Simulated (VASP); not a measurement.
A run of VASP 6.6.1 is set up as follows.

The input POSCAR:

```
HfO2
1.0
    0.0000000000     -2.5291609878     -2.5291609878
   -2.5291609878      0.0000000000     -2.5291609878
    2.5291609878      2.5291609878     -5.0583219756
Hf O
2 4
Direct
    0.5282479335      0.5282479335      0.4999998570
   -0.0282479335     -0.0282479335      0.0000001430
    0.1284351725      0.1284351725      0.6250000071
    0.6215648275      0.6215648275      0.1249999929
    0.3715648275      0.3715648275      0.8749999929
    0.8784351725      0.8784351725      0.3750000071
```

Contents of INCAR.step1:

```
SYSTEM = HfO2
  ALGO = Normal
  EDIFF = 1E-4
  ENCUT = 520
  GGA = PE
  ISMEAR = 0
  LASPH = .TRUE.
  LCHARG = .FALSE.
  LREAL = .FALSE.
  LWAVE = .TRUE.
  NBANDS = 31
  NELM = 100
  PREC = Accurate
  SIGMA = 0.05
```

INCAR.step2

```
SYSTEM = HfO2
  ALGO = Normal
  EDIFF = 1E-7
  ENCUT = 520
  ISIF = 2
  ISMEAR = 0
  ISTART = 1
  LASPH = .TRUE.
  LCHARG = .FALSE.
  LMIXTAU = .TRUE.
  LREAL = .FALSE.
  LWAVE = .FALSE.
  METAGGA = R2SCAN
  NBANDS = 31
  NELM = 100
  PREC = Accurate
  SIGMA = 0.05
```

KPOINTS

```
k-points
0
G
  6 6 8
  0 0 0
```

Potentials or basis: VASP PAW PBE potentials, release 64 (Hf_pv, O).

Run with:

```sh
$ cat potpaw_PBE.64/Hf_pv/POTCAR potpaw_PBE.64/O/POTCAR > POTCAR
$ cp INCAR.step1 INCAR
$ mpirun -np 1 vasp_std > vasp.out
$ cp INCAR.step2 INCAR
$ mpirun -np 1 vasp_std > vasp.out
```

(1) Estimate the band gap on the k mesh.

(2) What does it give for the largest force?

## Answers

(1) 4.48 eV.

(2) 1.081 eV/Å.

Caveat: the cell differs from its parent crystal (atoms displaced along a vibrational mode); the PAW data sets were made with another functional, which shifts forces and pressure a little; spin-orbit coupling is left out, which moves the levels of the heavy elements.
